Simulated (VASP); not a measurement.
# BN (Amm2) in VASP: further runs, part 2 of 2

VASP 6.6.1. Earlier steps stand in the parts before.

## 3. Single point, r2SCAN

POSCAR

```
BN
1.0
    2.5039917043      0.0000000000      0.0000000000
   -1.2519958522      2.1685204268      0.0000000000
    0.0000000000      0.0000000000      6.6612000000
B N
2 2
Direct
    0.3333333333      0.6666666667      0.2500000000
    0.6666666667      0.3333333333      0.7500000000
    0.1604043651      0.5802021825      0.7500000000
    0.4937376984      0.2468688492      0.2500000000
```

INCAR.step1

```
SYSTEM = BN
PREC = Accurate
ENCUT = 520
ISMEAR = 0
SIGMA = 0.05
LREAL = .False.
LASPH = .True.
NELM = 100
NBANDS = 16
GGA = PE
ALGO = Normal
EDIFF = 1E-4
LWAVE = .True.
LCHARG = .False.
```

INCAR.step2

```
SYSTEM = BN
PREC = Accurate
ENCUT = 520
EDIFF = 1E-7
ISMEAR = 0
SIGMA = 0.05
LREAL = .False.
LASPH = .True.
NELM = 100
ALGO = Normal
ISIF = 2
LWAVE = .False.
LCHARG = .False.
METAGGA = R2SCAN
LMIXTAU = .True.
NBANDS = 16
ISTART = 1
```

KPOINTS

```
Automatic mesh
0
Gamma
  12 12 4
  0 0 0
```

Potentials or basis: VASP PAW PBE potentials, release 64 (B, N).

Started as:

```sh
> cat potpaw_PBE.64/B/POTCAR potpaw_PBE.64/N/POTCAR > POTCAR
> cp INCAR.step1 INCAR
> mpirun -np 1 vasp_std > vasp.out
> cp INCAR.step2 INCAR
> mpirun -np 1 vasp_std > vasp.out
```

OUTCAR:

```text
SYSTEM = BN
   PREC = Accurate
   ENCUT = 520
   EDIFF = 1E-7
   ISMEAR = 0
   LREAL = .False.
   LASPH = .True.
   NELM = 100
   ISIF = 2
   METAGGA = R2SCAN
   ISTART = 1

 ion  position               nearest neighbor table
   1  0.333  0.667  0.250-   4 1.30   4 1.30   4 1.82
   2  0.667  0.333  0.750-   3 1.07   3 1.67   3 1.67
   3  0.160  0.580  0.750-   2 1.07   2 1.67   2 1.67
   4  0.494  0.247  0.250-   1 1.30   1 1.30   1 1.82

  LATTYP: Found a hexagonal cell.
 ALAT       =     2.5039917043
 C/A-ratio  =     2.6602324555

  Lattice vectors:

 A1 = (   2.5039917043,   0.0000000000,   0.0000000000)
 A2 = (  -1.2519958522,   2.1685204268,   0.0000000000)
 A3 = (   0.0000000000,   0.0000000000,   6.6612000000)

Analysis of symmetry for initial positions (statically):
=====================================================================
 Subroutine PRICEL returns:
 Original cell was already a primitive cell.

 Routine SETGRP: Setting up the symmetry group for a
 hexagonal supercell.

 Subroutine GETGRP returns: Found  4 space group operations
 (whereof  2 operations were pure point group operations)
 out of a pool of 24 trial point group operations.

The static configuration has the point symmetry C_1h.
 The point group associated with its full space group is C_2v.

Analysis of symmetry for dynamics (positions and initial velocities):
=====================================================================
 Subroutine PRICEL returns:
 Original cell was already a primitive cell.

 Routine SETGRP: Setting up the symmetry group for a
 hexagonal supercell.

 Subroutine GETGRP returns: Found  4 space group operations
 (whereof  2 operations were pure point group operations)
 out of a pool of 24 trial point group operations.

The dynamic configuration has the point symmetry C_1h.
 The point group associated with its full space group is C_2v.

 Subroutine INISYM returns: Found  4 space group operations
 (whereof  2 operations are pure point group operations),
 and found     1 'primitive' translations

----------------------------------------------------------------------------------------

                                     Primitive cell

  volume of cell :      36.1700

  direct lattice vectors                    reciprocal lattice vectors
     2.503991704  0.000000000  0.000000000     0.399362345  0.230571958  0.000000000
    -1.251995852  2.168520427  0.000000000     0.000000000  0.461143915  0.000000000
     0.000000000  0.000000000  6.661200000     0.000000000  0.000000000  0.150123101

  length of vectors
     2.503991704  2.503991704  6.661200000     0.461143915  0.461143915  0.150123101

  position of ions in fractional coordinates (direct lattice)
     0.333333333  0.666666667  0.250000000
     0.666666667  0.333333333  0.750000000
     0.160404365  0.580202183  0.750000000
     0.493737698  0.246868849  0.250000000

  ion indices of the primitive-cell ions
   primitive index   ion index
                 1           1
                 2           2
                 3           3
                 4           4

----------------------------------------------------------------------------------------

 KPOINTS: Automatic mesh

Automatic generation of k-mesh.
 Grid dimensions read from file:
 generate k-points for:   12   12    4

 Generating k-lattice:

  Cartesian coordinates                     Fractional coordinates (reciprocal lattice)
     0.033280195  0.019214330  0.000000000     0.083333333 -0.000000000  0.000000000
     0.000000000  0.038428660  0.000000000     0.000000000  0.083333333  0.000000000
     0.000000000  0.000000000  0.037530775     0.000000000  0.000000000  0.250000000

  Length of vectors
     0.038428660  0.038428660  0.037530775

  Shift w.r.t. Gamma in fractional coordinates (k-lattice)
     0.000000000  0.000000000  0.000000000

 Subroutine IBZKPT returns following result:
 ===========================================

 Found    129 irreducible k-points:

 Following reciprocal coordinates:
            Coordinates               Weight
  0.000000  0.000000  0.000000      1.000000
  0.083333  0.000000  0.000000      2.000000
  0.000000  0.083333  0.000000      4.000000
  0.166667  0.000000  0.000000      2.000000
  0.000000  0.166667  0.000000      4.000000
  0.250000  0.000000  0.000000      2.000000
[... 16 lines left out ...]
 -0.083333  0.416667  0.000000      4.000000
 -0.416667  0.333333  0.000000      4.000000
 [... further k-points ...]
   k-points           NKPTS =    129   k-points in BZ     NKDIM =    129   number of bands    NBANDS=     16
   number of dos      NEDOS =    301   number of ions     NIONS =      4
   total plane-waves  NPLWV =  20000
   dimension x,y,z NGX =    20 NGY =   20 NGZ =   50
   dimension x,y,z NGXF=    40 NGYF=   40 NGZF=  100
   ions per type =               2   2
   NGX,Y,Z   is equivalent  to a cutoff of  13.28, 13.28, 12.48 a.u.
   NGXF,Y,Z  is equivalent  to a cutoff of  26.56, 26.56, 24.96 a.u.
 SYSTEM =  BN
   PREC   = accura    normal or accurate (medium, high low for compatibility)
   ISTART =      1    job   : 0-new  1-cont  2-samecut
   ICHARG =      0    charge: 1-file 2-atom 10-const
   ISPIN  =      1    spin polarized calculation?
   LNONCOLLINEAR =      F non collinear calculations
   LSORBIT =      F    spin-orbit coupling
   LASPH  =      T    aspherical Exc in radial PAW
   ENCUT  =  520.0 eV  38.22 Ry    6.18 a.u.   4.66  4.66 12.39*2*pi/ulx,y,z
   NELM   =    100;   NELMIN=  2; NELMDL=  0     # of ELM steps
   EDIFF  = 0.1E-06   stopping-criterion for ELM
   LREAL  =      F    real-space projection
   EDIFFG = 0.1E-05   stopping-criterion for IOM
   NSW    =      0    number of steps for IOM
   IBRION =     -1    ionic relax: 0-MD 1-quasi-New 2-CG
   NFREE  =      0    steps in history (QN), initial steepest desc. (CG)
   ISIF   =      2    stress and relaxation
   ISYM   =      2    0-nonsym 1-usesym 2-fastsym
   POTIM  = 0.5000    time-step for ionic-motion
   TEBEG  =    0.0;   TEEND  =   0.0 temperature during run
   PSTRESS=    0.0 pullay stress
   NELECT =      16.0000    total number of electrons
   NUPDOWN=      -1.0000    fix difference up-down
   EMIN   =  10.00;   EMAX   =-10.00  energy-range for DOS
   EFERMI =   0.00;   METHOD = LEGACY
   ISMEAR =     0;   SIGMA  =   0.05  broadening in eV -4-tet -1-fermi 0-gaus
   EFERMI_NEDOS =   21; number of points for ismear=-14 and -15
   IALGO  =     38    algorithm
   IMIX   =      4    mixing-type and parameters
     AMIX     =   0.40;   BMIX     =  1.00
     AMIX_MAG =   1.60;   BMIX_MAG =  1.00
  volume/ion in A,a.u.               =       9.04        61.02
  Fermi-wavevector in a.u.,A,eV,Ry     =   1.247379  2.357205 21.170055  1.555955
  Thomas-Fermi vector in A             =   2.381514
   LORBIT       =      0    0 simple, 1 ext, 2 COOP (PROOUT), +10 PAW based schemes
   METAGGA = R2SCAN    functional components
   LHFCALC =     F    Hartree Fock is set to
   AEXX    =    0.0000 exact exchange contribution
   IVDW    =     0    specifies the selected vdW correction
   LEPSILON=     F    determine dielectric tensor
   LRPA    =     F    only Hartree local field effects (RPA)
 non-spin polarized calculation
 Gauss-broadening in eV      SIGMA  =   0.05
  energy-cutoff  :      520.00
  volume of cell :       36.17
 maximum number of plane-waves:       992
   NGX =  9   NGY =  9   NGZ = 25

 number of electron      15.9999998 magnetization

 Free energy of the ion-electron system (eV)
  ---------------------------------------------------
  ext. energy  EPLUGINS =         0.00000000
  ---------------------------------------------------
  free energy    TOTEN  =       -32.08134793 eV

  energy without entropy =      -32.08134793  energy(sigma->0) =      -32.08134793

 E-fermi :   4.1202     XC(G=0): -10.6179

 val. band max:        3.8443096024   @ k =   0.0000   0.0000   0.5000
 cond. band min:       6.1156418368   @ k =   0.0000   0.5000   0.2500
 fundamental gap:      2.2713322344
 Fermi energy:         4.1201865793

 k-point     1 :       0.0000    0.0000    0.0000
  band No.  band energies     occupation
      1     -16.9560      2.00000
      2     -16.6691      2.00000
      3      -4.7272      2.00000
      4      -3.7441      2.00000
      5      -2.8390      2.00000
      6      -2.7090      2.00000
[... 8 lines left out ...]
     15      17.0726      0.00000
     16      20.3778      0.00000
[... 420 lines left out ...]
  band No.  band energies     occupation
      1     -14.7648      2.00000
      2     -14.6020      2.00000
      3      -7.0344      2.00000
      4      -5.8362      2.00000
      5      -1.9828      2.00000
      6      -1.3103      2.00000
[... 8 lines left out ...]
     15      17.7544      0.00000
     16      20.9173      0.00000

 [... further k-points ...]
[... 5 lines left out ...]
  --------------------------------------------------------------------------------------
  -------------------------------------------------------------------------------------
  Total       25.2360651     13.8640820      0.0259149      9.8484262      0.0000000      0.0000000
  in kB     1117.8495198    614.1194101      1.1479200    436.2430717      0.0000000      0.0000000
  external PRESSURE =     577.7056166 kB  Pullay stress =       0.0000000 kB

 VOLUME and BASIS-vectors are now :
 -----------------------------------------------------------------------------
  energy-cutoff  :      520.00
  volume of cell :       36.17
      direct lattice vectors                 reciprocal lattice vectors
     2.503991704  0.000000000  0.000000000     0.399362345  0.230571958  0.000000000
    -1.251995852  2.168520427  0.000000000     0.000000000  0.461143915  0.000000000
     0.000000000  0.000000000  6.661200000     0.000000000  0.000000000  0.150123101

 POSITION                                       TOTAL-FORCE (eV/Angst)
 -----------------------------------------------------------------------------------
     -0.00000      1.44568      1.66530        -5.214323     -3.010491      0.000000
      1.25200      0.72284      4.99590       -29.949826    -17.291540      0.000000
     -0.32476      1.25818      4.99590        29.962606     17.298919      0.000000
      0.92724      0.53534      1.66530         5.201543      3.003112      0.000000
 -----------------------------------------------------------------------------------
    total drift:                                0.000522      0.000304      0.000000

  FREE ENERGIE OF THE ION-ELECTRON SYSTEM (eV)
  ---------------------------------------------------
  free  energy   TOTEN  =       -32.0813479258 eV

  energy  without entropy=      -32.0813479258  energy(sigma->0) =      -32.08134793
```

Run time: 2.1 min. Hardware: 1 thread of Intel Xeon 6975P-C (Granite Rapids), shared host; peak memory 0.19 GiB.

Results:

```yaml
Free_energy: -32.0813 eV
Pressure: 57.8 GPa
Largest_force: 34.598 eV/Å
Band_gap_on_the_k_mesh: 2.27 eV (least direct gap 3.60 eV)
```

Forces in eV/Å, atoms in the order of the input:
```
B    -5.214  -3.010   0.000
B   -29.950 -17.292   0.000
N    29.963  17.299   0.000
N     5.202   3.003   0.000
```

Caveat: the cell differs from its parent crystal (all N atoms moved +0.375 Å, as atom 3 towards its neighbour atom 2 (B) at 1.446 Å); atoms lie so close that the PAW spheres overlap strongly, which falsifies energies and pressures; the cell stands under pressure; the PAW data sets were made with another functional, which shifts forces and pressure a little.
